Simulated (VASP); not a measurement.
# SnSe2 in VASP: a series of runs, part 2 of 2

VASP 6.6.1. The steps go on from the part before.

### 3 Single point, PBE (uniaxial strain along a: +4.0 %)

INCAR

```
PREC = Accurate
ENCUT = 520
EDIFF = 1E-7
ISMEAR = 0
SIGMA = 0.02
LREAL = F
LASPH = T
NELM = 60
ALGO = Normal
ISIF = 2
LWAVE = F
LCHARG = T
GGA = PE
LELF = T
LVHAR = T
NBANDS = 20
```

KPOINTS

```
Automatic mesh
0
Gamma
  12 12 4
```

POSCAR

```
SnSe2
1.0
    4.0265392056      0.0000000000      0.0000000000
   -2.0132696028      3.3194369125      0.0000000000
    0.0000000000      0.0000000000      6.9013900157
Sn Se
1 2
Direct
    0.0000000000      0.0000000000      0.0000000000
    0.6664216763      0.3328515933      0.7714260481
    0.3335783237      0.6671484067      0.2285739519
```

Potentials or basis: VASP PAW PBE potentials, release 64 (Sn_d, Se).

Started as:

```
cat potpaw_PBE.64/Sn_d/POTCAR potpaw_PBE.64/Se/POTCAR > POTCAR
mpirun -np 1 vasp_std > vasp.out
```

OUTCAR:

```text
PREC = Accurate
   ENCUT = 520
   EDIFF = 1E-7
   ISMEAR = 0
   LREAL = F
   LASPH = T
   NELM = 60
   ISIF = 2
   GGA = PE

 ion  position               nearest neighbor table
   1  0.000  0.000  0.000-   3 2.72   2 2.72   2 2.79   3 2.79   2 2.79   3 2.79
   2  0.666  0.333  0.771-   1 2.72   1 2.79   1 2.79
   3  0.334  0.667  0.229-   1 2.72   1 2.79   1 2.79

  Warning from LATTYP: Monoclinic adjustment (A1->A3, A2->A1, A3->A2)!
  LATTYP: Found a base centered orthorhombic cell.
 ALAT       =     4.0265392056
 B/A-ratio  =     1.6487791341
 C/A-ratio  =     1.7139756161

  Lattice vectors:

 A1 = (   2.0132696028,  -3.3194369125,   0.0000000000)
 A2 = (   2.0132696028,   3.3194369125,   0.0000000000)
 A3 = (   0.0000000000,   0.0000000000,   6.9013900157)

Analysis of symmetry for initial positions (statically):
=====================================================================
 Subroutine PRICEL returns:
 Original cell was already a primitive cell.

 Routine SETGRP: Setting up the symmetry group for a
 base centered orthorhombic supercell.

 Subroutine GETGRP returns: Found  4 space group operations
 (whereof  4 operations were pure point group operations)
 out of a pool of  8 trial point group operations.

The static configuration has the point symmetry C_2h.

Analysis of symmetry for dynamics (positions and initial velocities):
=====================================================================
 Subroutine PRICEL returns:
 Original cell was already a primitive cell.

 Routine SETGRP: Setting up the symmetry group for a
 base centered orthorhombic supercell.

 Subroutine GETGRP returns: Found  4 space group operations
 (whereof  4 operations were pure point group operations)
 out of a pool of  8 trial point group operations.

The dynamic configuration has the point symmetry C_2h.
[... 115 lines left out ...]
   EFERMI =   0.00;   METHOD = LEGACY
   ISMEAR =     0;   SIGMA  =   0.02  broadening in eV -4-tet -1-fermi 0-gaus
   EFERMI_NEDOS =   21; number of points for ismear=-14 and -15
   IALGO  =     38    algorithm
   IMIX   =      4    mixing-type and parameters
     AMIX     =   0.40;   BMIX     =  1.00
     AMIX_MAG =   1.60;   BMIX_MAG =  1.00
  volume/ion in A,a.u.               =      30.75       207.50
  Fermi-wavevector in a.u.,A,eV,Ry     =   1.073384  2.028401 15.675986  1.152152
  Thomas-Fermi vector in A             =   2.209181
   LORBIT       =      0    0 simple, 1 ext, 2 COOP (PROOUT), +10 PAW based schemes
   GGA     = PE    functional components
   LHFCALC =     F    Hartree Fock is set to
   AEXX    =    0.0000 exact exchange contribution
   IVDW    =     0    specifies the selected vdW correction
   LEPSILON=     F    determine dielectric tensor
   LRPA    =     F    only Hartree local field effects (RPA)
 non-spin polarized calculation
 Gauss-broadening in eV      SIGMA  =   0.02
  energy-cutoff  :      520.00
  volume of cell :       92.24
 maximum number of plane-waves:      2508
 NGX is ok and might be reduce to    30
   NGX = 15   NGY = 15   NGZ = 25

 number of electron      26.0000000 magnetization

 Free energy of the ion-electron system (eV)
  ---------------------------------------------------
  ext. energy  EPLUGINS =         0.00000000
  ---------------------------------------------------
  free energy    TOTEN  =       -11.84377082 eV

  energy without entropy =      -11.84377082  energy(sigma->0) =      -11.84377082

 E-fermi :   2.5323     XC(G=0):  -8.5317

 val. band max:        2.3951503465   @ k =   0.1667   0.0000   0.0000
 cond. band min:       2.9545047111   @ k =   0.0000   0.5000   0.2500
 fundamental gap:      0.5593543646
 Fermi energy:         2.5322833987

 k-point     1 :       0.0000    0.0000    0.0000
  band No.  band energies     occupation
      1     -18.7284      2.00000
      2     -18.7128      2.00000
      3     -18.6975      2.00000
      4     -18.6897      2.00000
      5     -18.6785      2.00000
      6     -10.8292      2.00000
[... 541 lines left out ...]
     19      11.0273      0.00000
     20      11.6045      0.00000

 [... further k-points ...]

------------------------ aborting loop because EDIFF is reached ----------------------------------------

  FORCE on cell =-STRESS in cart. coord.  units (eV):
  Direction    XX          YY          ZZ          XY          YZ          ZX
  --------------------------------------------------------------------------------------
  -------------------------------------------------------------------------------------
  Total       -1.5155136      0.0143898     -0.0100079      0.0000000      0.0004576      0.0000000
  in kB      -26.3231283      0.2499389     -0.1738285      0.0000000      0.0079489      0.0000000
  external PRESSURE =      -8.7490060 kB  Pullay stress =       0.0000000 kB

 VOLUME and BASIS-vectors are now :
 -----------------------------------------------------------------------------
  energy-cutoff  :      520.00
  volume of cell :       92.24
      direct lattice vectors                 reciprocal lattice vectors
     4.026539206  0.000000000  0.000000000     0.248352232  0.150627957  0.000000000
    -2.013269603  3.319436913  0.000000000     0.000000000  0.301255914  0.000000000
     0.000000000  0.000000000  6.901390016     0.000000000  0.000000000  0.144898346

 POSITION                                       TOTAL-FORCE (eV/Angst)
 -----------------------------------------------------------------------------------
      0.00000      0.00000      0.00000        -0.000000      0.000000      0.000000
      2.01325      1.10488      5.32391         0.000000     -0.002380     -0.003000
      0.00002      2.21456      1.57748        -0.000000      0.002380      0.003000
 -----------------------------------------------------------------------------------
    total drift:                                0.000000      0.000000     -0.000000

  FREE ENERGIE OF THE ION-ELECTRON SYSTEM (eV)
  ---------------------------------------------------
  free  energy   TOTEN  =       -11.8437708150 eV

  energy  without entropy=      -11.8437708150  energy(sigma->0) =      -11.84377082
```

OSZICAR:

```text
N       E                     dE             d eps       ncg     rms          rms(c)
DAV:   1     0.202967131331E+03    0.20297E+03   -0.12050E+04  6660   0.139E+03
DAV:   2     0.117608492367E+02   -0.19121E+03   -0.18431E+03  7068   0.359E+02
DAV:   3    -0.112819794444E+02   -0.23043E+02   -0.22527E+02  7968   0.113E+02
DAV:   4    -0.121042617958E+02   -0.82228E+00   -0.82070E+00  7904   0.228E+01
DAV:   5    -0.121256729875E+02   -0.21411E-01   -0.21410E-01  9152   0.378E+00    0.455E+00
DAV:   6    -0.118574382277E+02    0.26823E+00   -0.59012E-01  9864   0.743E+00    0.292E+00
DAV:   7    -0.118431128043E+02    0.14325E-01   -0.14935E-01  7444   0.231E+00    0.996E-01
DAV:   8    -0.118431319102E+02   -0.19106E-04   -0.12356E-02  8100   0.100E+00    0.255E-01
DAV:   9    -0.118437067671E+02   -0.57486E-03   -0.15405E-03  7192   0.315E-01    0.809E-02
DAV:  10    -0.118437363321E+02   -0.29565E-04   -0.14445E-04  8196   0.828E-02    0.296E-02
DAV:  11    -0.118437695784E+02   -0.33246E-04   -0.46795E-05  6980   0.409E-02    0.117E-02
DAV:  12    -0.118437696771E+02   -0.98664E-07   -0.36859E-06  8652   0.116E-02    0.781E-03
DAV:  13    -0.118437705981E+02   -0.92101E-06   -0.23163E-06  6876   0.855E-03    0.267E-03
DAV:  14    -0.118437707843E+02   -0.18616E-06   -0.39529E-08  6352   0.150E-03    0.878E-04
DAV:  15    -0.118437708150E+02   -0.30750E-07   -0.49399E-08  5516   0.145E-03
   1 F= -.11843771E+02 E0= -.11843771E+02  d E =-.302169E-24
```

It took 2.4 min on 1 thread of AMD EPYC 9R45 (Zen 5), shared host; peak memory 0.39 GiB.

What came out:

```
Free energy            : -11.8438 eV
Pressure               : -0.9 GPa
Largest force          : 0.004 eV/Å
Band gap on the k mesh : 0.56 eV (least direct gap 1.07 eV)
```

Forces on the atoms (eV/Å):
```
Sn   0.000  0.000  0.000
Se   0.000 -0.002 -0.003
Se   0.000  0.002  0.003
```

Levels at points of the mesh, in eV from the valence-band top:
```csv
k point,band 11,band 12,band 13,band 14,band 15,band 16
"(0.00, 0.00, 0.00)",-0.31,-0.24,-0.13,0.94,2.86,4.26
"(0.50, 0.00, 0.00)",-2.02,-0.73,-0.19,1.03,3.98,5.62
"(0.00, 0.50, 0.00)",-2.19,-0.69,-0.47,0.66,3.56,5.26
"(0.00, 0.00, 0.50)",-0.47,-0.26,-0.08,1.82,2.79,4.17
"(0.50, 0.00, 0.50)",-1.85,-0.56,-0.30,0.78,4.30,4.98
"(0.00, 0.50, 0.50)",-1.86,-0.61,-0.60,0.57,3.94,5.05
```

Caveat: the cell differs from its parent crystal (uniaxial strain along a: +4.0 %); semilocal functionals underestimate gaps, and a narrow one can read as zero; spin-orbit coupling is left out, which moves the levels of the heavy elements; this functional lacks dispersion, which binds layers or chains, so the pressure and a relaxed spacing across them are unreliable.
